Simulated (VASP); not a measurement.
# HfN in VASP: a series of runs, part 3 of 3

VASP 6.6.1.

**5. Single point, PBE**

This run uses another cell than the first one, of 11.83 Å³/atom.

INCAR

```
SYSTEM = HfN
ALGO     = Normal         ! electronic algorithm
EDIFF    = 1E-6           ! SCF threshold, eV
ENCUT    = 520            ! plane-wave cutoff, eV
GGA      = PE             ! functional
ISIF     = 2              ! what is computed and relaxed
ISMEAR   = 0              ! smearing method
LASPH    = .TRUE.         ! aspherical terms in the spheres
LCHARG   = .FALSE.        ! write CHGCAR
LREAL    = .FALSE.        ! projectors in reciprocal space
LWAVE    = .FALSE.        ! write WAVECAR
NBANDS   = 14             ! bands
NELM     = 60             ! most SCF steps
PREC     = Accurate       ! precision mode
SIGMA    = 0.02           ! smearing width, eV
```

KPOINTS

```
k-points
0
G
  16 16 16
  0 0 0
```

POSCAR

```
HfN
1.0
    0.0000000000      2.2783380864      2.2783380864
    2.2783380864      0.0000000000      2.2783380864
    2.2783380864      2.2783380864      0.0000000000
Hf N
1 1
Direct
    0.0000000000      0.0000000000      0.0000000000
    0.5000000000      0.5000000000      0.5000000000
```

Potentials or basis: VASP PAW PBE potentials, release 64 (Hf_pv, N).

Started as:

```sh
$ cat potpaw_PBE.64/Hf_pv/POTCAR potpaw_PBE.64/N/POTCAR > POTCAR
$ mpirun -np 1 vasp_std > vasp.out
```

OUTCAR:

```text
SYSTEM = HfN
   EDIFF = 1E-6
   ENCUT = 520
   GGA = PE
   ISIF = 2
   ISMEAR = 0
   LASPH = .TRUE.
   LREAL = .FALSE.
   NELM = 60
   PREC = Accurate

 ion  position               nearest neighbor table
   1  0.000  0.000  0.000-   2 2.28   2 2.28   2 2.28   2 2.28   2 2.28   2 2.28
   2  0.500  0.500  0.500-   1 2.28   1 2.28   1 2.28   1 2.28   1 2.28   1 2.28

  LATTYP: Found a face centered cubic cell.
 ALAT       =     4.5566761728

  Lattice vectors:

 A1 = (   0.0000000000,   2.2783380864,   2.2783380864)
 A2 = (   2.2783380864,   0.0000000000,   2.2783380864)
[... 585 lines left out ...]
     10       8.4135      0.00000
     11      10.0640      0.00000
     12      10.8412      0.00000
     13      11.0616      0.00000
     14      18.4306      0.00000

 [... further k-points ...]
[... 5 lines left out ...]
  --------------------------------------------------------------------------------------
  -------------------------------------------------------------------------------------
  Total       -0.5689337     -0.5689337     -0.5689337      0.0000000      0.0000000     -0.0000000
  in kB      -38.5378745    -38.5378745    -38.5378745      0.0000000      0.0000000     -0.0000000
  external PRESSURE =     -38.5378745 kB  Pullay stress =       0.0000000 kB

 VOLUME and BASIS-vectors are now :
 -----------------------------------------------------------------------------
  energy-cutoff  :      520.00
  volume of cell :       23.65
      direct lattice vectors                 reciprocal lattice vectors
     0.000000000  2.278338086  2.278338086    -0.219458211  0.219458211  0.219458211
     2.278338086  0.000000000  2.278338086     0.219458211 -0.219458211  0.219458211
     2.278338086  2.278338086  0.000000000     0.219458211  0.219458211 -0.219458211

 POSITION                                       TOTAL-FORCE (eV/Angst)
 -----------------------------------------------------------------------------------
      0.00000      0.00000      0.00000        -0.000000      0.000000     -0.000000
      2.27834      2.27834      2.27834         0.000000     -0.000000      0.000000
 -----------------------------------------------------------------------------------
    total drift:                                0.000000     -0.000000     -0.000000

  FREE ENERGIE OF THE ION-ELECTRON SYSTEM (eV)
  ---------------------------------------------------
  free  energy   TOTEN  =       -21.7543599070 eV

  energy  without entropy=      -21.7541023583  energy(sigma->0) =      -21.75423113
```

OSZICAR:

```text
N       E                     dE             d eps       ncg     rms          rms(c)
DAV:   1     0.391535847869E+02    0.39154E+02   -0.78382E+03  4060   0.101E+03
DAV:   2    -0.226388758621E+02   -0.61792E+02   -0.57683E+02  5468   0.236E+02
DAV:   3    -0.247539496193E+02   -0.21151E+01   -0.21064E+01  4626   0.356E+01
DAV:   4    -0.247623928819E+02   -0.84433E-02   -0.84383E-02  4834   0.262E+00
DAV:   5    -0.247624475622E+02   -0.54680E-04   -0.54679E-04  4694   0.182E-01    0.466E+01
DAV:   6    -0.218718307255E+02    0.28906E+01   -0.83595E+00  4432   0.220E+01    0.401E+01
DAV:   7    -0.217843371640E+02    0.87494E-01   -0.46325E-01  5092   0.605E+00    0.260E+01
DAV:   8    -0.217610566318E+02    0.23281E-01   -0.12670E-01  4636   0.304E+00    0.623E+00
DAV:   9    -0.217544625740E+02    0.65941E-02   -0.17936E-02  4540   0.108E+00    0.198E+00
DAV:  10    -0.217543943186E+02    0.68255E-04   -0.10723E-03  5452   0.317E-01    0.462E-01
DAV:  11    -0.217543619813E+02    0.32337E-04   -0.70080E-05  4936   0.826E-02    0.114E-01
DAV:  12    -0.217543600598E+02    0.19215E-05   -0.80705E-06  5472   0.240E-02    0.129E-02
DAV:  13    -0.217543599070E+02    0.15282E-06   -0.19384E-07  2696   0.463E-03
   1 F= -.21754360E+02 E0= -.21754231E+02  d E =-.257549E-03
```

Run time: 36 s. Hardware: 1 thread of AMD EPYC 7R43 (Zen 3), shared host; peak memory 0.14 GiB.

What came out:

```
Free energy            : -21.7544 eV
Pressure               : -3.9 GPa
Band gap on the k mesh : zero (an odd number of electrons rules out a gap without spin polarisation)
```

Levels at points of the mesh, in eV from the Fermi level:
```tsv
k point	band 4	band 5	band 6	band 7	band 8	band 9	band 10	band 11	band 12	band 13
(0.00, 0.00, 0.00)	-17.34	-2.98	-2.98	-2.98	-0.32	-0.32	-0.32	1.57	1.92	1.92
(0.50, 0.00, 0.00)	-14.77	-8.72	-6.04	-6.04	3.17	3.59	3.59	4.31	8.54	8.54
(0.50, 0.50, 0.00)	-16.26	-5.40	-3.68	-3.67	-3.67	3.97	5.31	5.34	5.34	7.69
```

Caveat: the cell stands under tension; spin-orbit coupling is left out, which moves the levels of the heavy elements.

**6. Single point, PBE**

This run uses another cell than the first one, of 12.17 Å³/atom.

INCAR

```
PREC = Accurate
ENCUT = 520
EDIFF = 1E-6
ISMEAR = 0
SIGMA = 0.02
LREAL = F
LASPH = T
NELM = 80
ALGO = Normal
ISIF = 2
LWAVE = F
LCHARG = F
GGA = PE
NBANDS = 14
```

KPOINTS

```
Automatic mesh
0
Gamma
  16 16 16
```

POSCAR

```
HfN
1.0
    0.0000000000      2.3002465274      2.3002465274
    2.3002465274      0.0000000000      2.3002465274
    2.3002465274      2.3002465274      0.0000000000
Hf N
1 1
Direct
    0.0000000000      0.0000000000      0.0000000000
    0.5000000000      0.5000000000      0.5000000000
```

Potentials or basis: VASP PAW PBE potentials, release 64 (Hf_pv, N).

Started as:

```sh
$ cat potpaw_PBE.64/Hf_pv/POTCAR potpaw_PBE.64/N/POTCAR > POTCAR
$ mpirun -np 1 vasp_std > vasp.out
```

It took 34 s on 1 thread of AMD EPYC 7R43 (Zen 3), shared host; peak memory 0.14 GiB.

It converged, with:

- Free energy: -21.7232 eV
- Pressure: -10.7 GPa
- Band gap on the k mesh: zero (an odd number of electrons rules out a gap without spin polarisation)

Levels at points of the mesh, in eV from the Fermi level:
| k point | band 5 | band 6 | band 7 | band 8 | band 9 | band 10 | band 11 | band 12 |
| --- | --- | --- | --- | --- | --- | --- | --- | --- |
| (0.00, 0.00, 0.00) | -2.94 | -2.94 | -2.94 | -0.30 | -0.30 | -0.30 | 1.31 | 1.85 |
| (0.50, 0.00, 0.00) | -8.56 | -5.90 | -5.90 | 3.05 | 3.45 | 3.45 | 4.16 | 8.22 |
| (0.50, 0.50, 0.00) | -5.39 | -3.64 | -3.64 | -3.56 | 3.83 | 4.99 | 5.13 | 5.13 |

Caveat: the cell stands under tension; spin-orbit coupling is left out, which moves the levels of the heavy elements.

**7. Single point, PBE**

This run uses another cell than the first one, of 11.48 Å³/atom.

INCAR

```
PREC = Accurate ; ENCUT = 520
EDIFF = 1E-6 ; ISMEAR = 0
SIGMA = 0.02 ; LREAL = F
LASPH = T ; NELM = 80
ALGO = Normal ; ISIF = 2
LWAVE = F ; LCHARG = F
GGA = PE ; NBANDS = 14
```

KPOINTS is that of step 6.

POSCAR

```
HfN
1.0
    0.0000000000      2.2560000000      2.2560000000
    2.2560000000      0.0000000000      2.2560000000
    2.2560000000      2.2560000000      0.0000000000
Hf N
1 1
Direct
    0.0221631206      0.0221631206     -0.0221631206
    0.5000000000      0.5000000000      0.5000000000
```

Started as:

```sh
$ cat potpaw_PBE.64/Hf_pv/POTCAR potpaw_PBE.64/N/POTCAR > POTCAR
$ mpirun -np 1 vasp_std > vasp.out
```

It took 85 s on 1 thread of AMD EPYC 7R43 (Zen 3), shared host; peak memory 0.2 GiB.

It converged, with:

| Item | Value |
| --- | --- |
| Free energy | -21.6936 eV |
| Pressure | 5.5 GPa |
| Largest force | 1.223 eV/Å |
| Band gap on the k mesh | zero (an odd number of electrons rules out a gap without spin polarisation) |

Forces on the atoms (eV/Å):
```
Hf   0.000  0.000 -1.223
N    0.000  0.000  1.223
```

Stress tensor (GPa, compression positive):
```
4.20 0.00 0.00
0.00 4.20 0.00
0.00 0.00 8.15
```

Levels at points of the mesh, in eV from the Fermi level:
```csv
k point,band 5,band 6,band 7,band 8,band 9,band 10,band 11,band 12
"(0.00, 0.00, 0.00)",-3.17,-3.17,-3.16,-0.32,-0.15,-0.15,1.83,2.01
"(0.50, 0.00, 0.00)",-8.88,-6.18,-6.17,3.27,3.64,3.76,4.51,8.70
"(0.50, 0.50, 0.00)",-5.37,-3.81,-3.69,-3.69,4.16,5.56,5.57,5.57
"(0.00, 0.50, 0.50)",-5.40,-4.48,-3.71,-2.98,4.20,5.57,5.58,5.58
```

Caveat: the cell stands under pressure; spin-orbit coupling is left out, which moves the levels of the heavy elements; forces of over 1 eV/Å act on the atoms, so gaps and moduli don't describe the material at rest.

**8. The runs side by side**

| cell | gap on the mesh (eV) | pressure (GPa) |
| --- | --- | --- |
| a = 3.125 Å, angles 60.0°, 2 atoms, atomic positions A | none | 24.5 |
| a = 3.158 Å, angles 60.0°, 2 atoms, atomic positions A | none | 13.5 |
| a = 3.190 Å, angles 60.0°, 2 atoms, atomic positions A | none | 4.1 |
| a = 3.222 Å, angles 60.0°, 2 atoms, atomic positions A | none | -3.9 |
| a = 3.253 Å, angles 60.0°, 2 atoms, atomic positions A | none | -10.7 |
| a = 3.190 Å, angles 60.0°, 2 atoms, atomic positions B | none | 5.5 |

Alike in all rows: task single point; level PBE; potentials or basis VASP PAW PBE potentials, release 64 (Hf_pv, N); no spin polarisation; k mesh 16 × 16 × 16; cutoff (eV) 520; smearing gaussian 0.02 eV.

Caveats: spin-orbit coupling is left out, which moves the levels of the heavy elements; the cell stands under pressure (at least some runs); the cell stands under tension (at least some runs); forces of over 1 eV/Å act on the atoms, so gaps and moduli don't describe the material at rest (at least some runs).

Absolute energies hang on the potentials; compare differences alone.
